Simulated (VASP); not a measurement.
Wanted: the native input for a VASP 6.6.1 run.

- Task: single point
- Functional: PBE
- Potentials or basis: VASP PAW PBE potentials, release 64 (Si, O)
- Cutoff: 520 eV
- k mesh: 1 × 1 × 1
- Occupations: fermi-dirac, width 0.2111 eV
- Spin: no spin polarisation
- Dipole correction: no
- Further INCAR settings: LREAL = Auto; ALGO = Normal; EDIFF = 1e-06; NBANDS = 63; ISYM = 0

The structure of SiO2 lies in POSCAR:

```
SiO2
1.0
    6.3454790000     -0.1693150000      0.1582820000
   -0.1693150000      6.4741830000     -0.2622240000
    0.1582820000     -0.2622240000      6.3280080000
Si O
6 12
Direct
    0.4890982407      0.5424859190      0.8918537050
    0.1970323459      0.1476252743      0.7824551132
    0.2366744610      0.8080202729      0.2405904040
    0.8396122521      0.3122777290      0.0811108660
    0.9012263138      0.0556260904      0.4015092257
    0.4561530310      0.8875874077      0.5881488940
    0.3683631379      0.7021169380      0.0615128264
    0.7380074983      0.2318647182      0.2908043402
    0.2138129011      0.7043744078      0.5198688341
    0.4099170568      0.9816476893      0.3355820808
   -0.0369722496      0.2658770731     -0.1216334759
    0.3450944985      0.3237950501      0.8554508126
   -0.0108646476      0.9134866076      0.2008969948
    0.7302059699      1.0039217985      0.5846361017
    0.7301144440      0.5452096523      1.0241234021
    0.3440925678      0.9612145069      0.8346550531
    0.5584228075      0.6842323063      0.7139194283
    0.1147567759      0.1384660394      0.5331412645
```

These files were run (other wordings do the same):

INCAR

```
SYSTEM = SiO2
PREC = Accurate
ENCUT = 520
EDIFF = 1E-6
ISMEAR = -1
SIGMA = 0.2111
LREAL = Auto
LASPH = .True.
NELM = 60
ALGO = Normal
ISIF = 2
LWAVE = .False.
LCHARG = .False.
GGA = PE
NBANDS = 63
ISYM = 0
```

KPOINTS

```
regular mesh
0
Gamma
  1 1 1
  0 0 0
```

Potentials or basis: VASP PAW PBE potentials, release 64 (Si, O).

Run with:

```console
$ cat potpaw_PBE.64/Si/POTCAR potpaw_PBE.64/O/POTCAR > POTCAR
$ mpirun -np 1 vasp_gam > vasp.out
```

Results of the run:

```json
{
 "Pressure": "2.5 GPa",
 "Largest force": "7.850 eV/Å",
 "Band gap on the k mesh": "1.55 eV"
}
```

Caveat: the k points lie up to 1.00 Å⁻¹ apart.

It took 15 s on 1 thread of Intel(R) Xeon(R) 6975P-C (Granite Rapids) (shared host), peak memory 0.29 GiB.
